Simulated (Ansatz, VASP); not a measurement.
## One calculation of Cr, two programs

```
CELL_PARAMETERS angstrom
-1.51405 1.51405 1.51405
1.51405 -1.51405 1.51405
1.51405 1.51405 -1.51405
ATOMIC_POSITIONS crystal
Cr 0.00000 0.00000 0.00000
```

Change from the starting cell: strain +0.050 along x and y, +0.050 along z, atoms carried along.

Alike in both runs: task single point; functional PBEsol; k mesh 24 × 24 × 24; occupations gaussian, width 0.15 eV; no spin polarisation.

|  | VASP | Ansatz |
| --- | --- | --- |
| version | VASP 6.6.1 | Ansatz 0.2.0 |
| potentials or method | VASP PAW PBE potentials, release 64 (Cr_pv), cutoff 520 eV | scalar-relativistic, plane waves, PAW |
| valence electrons in the cell | 12 | 14 |

|  | VASP | Ansatz | Ansatz less VASP |
| --- | --- | --- | --- |
| gap on the k mesh at the Fermi level (eV) | none | none | - |
| pressure (GPa) | -38.8 | -38.7 | +0.16 |

VASP's potentials were made for PBE, not for PBEsol. A gap of «none» marks a metal or a gap that the smearing closes. Both programs put the cell under strong tension, so it lies far from rest at this level. With one functional, cell and mesh, what is left measures potentials, basis and numerics. VASP's potentials hold 12 valence electrons a cell and Ansatz's 14, so a difference there can come from the potentials and not from the codes.

Noted on VASP's run: the cell as given lies far from equilibrium.
